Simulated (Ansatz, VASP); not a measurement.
**Two plane-wave programs on C**

```xyz
16
Lattice="5.4697 -0.0080 0.0477 -0.0080 5.1910 0.0536 0.0477 0.0536 5.3544" Properties=species:S:1:pos:R:3 pbc="T T T"
C     0.3411    1.0438    3.0024
C     3.1973    2.5822    1.6707
C     1.6618    4.3007    2.5688
C     2.2874    3.2144    2.5543
C     2.8010    2.3973    3.8718
C     4.9456    4.8998    4.8229
C     1.5909    1.5121    3.7149
C     3.9295    2.4722    4.6532
C     1.8592    4.9672    0.0753
C     5.1536    0.8367    0.3539
C     5.3588    0.6666    1.8671
C     2.0719    0.4046    4.2446
C     2.4417    4.6316    1.3286
C     4.6511    3.6353    4.9173
C     5.2105    5.1767    3.2466
C     3.1133    2.0580    0.6199
```

Alike in both runs: task single point; functional PBE; k mesh 4 × 5 × 4; occupations fermi-dirac, width 0.517 eV; no spin polarisation.

```csv
,VASP,Ansatz
version,VASP 6.6.1,Ansatz 0.2.0
potentials or method,"VASP PAW PBE potentials, release 64 (C), cutoff 520 eV","scalar-relativistic, plane waves, PAW"
valence electrons in the cell,64,64
```

Ansatz gave:

```
gap on the k mesh at the Fermi level (eV) : none
rms of the force components (eV/Å)        : 4.263
```

Problem. Which values does VASP return?

Solution. gap on the k mesh at the Fermi level (eV): none; rms of the force components (eV/Å): 4.314.

Atom by atom the forces differ by 0.062 eV/Å (rms over components). A gap of «none» marks a metal or a gap that the smearing closes. The functional is the same, so the differences come from potentials, cutoffs and numerics.
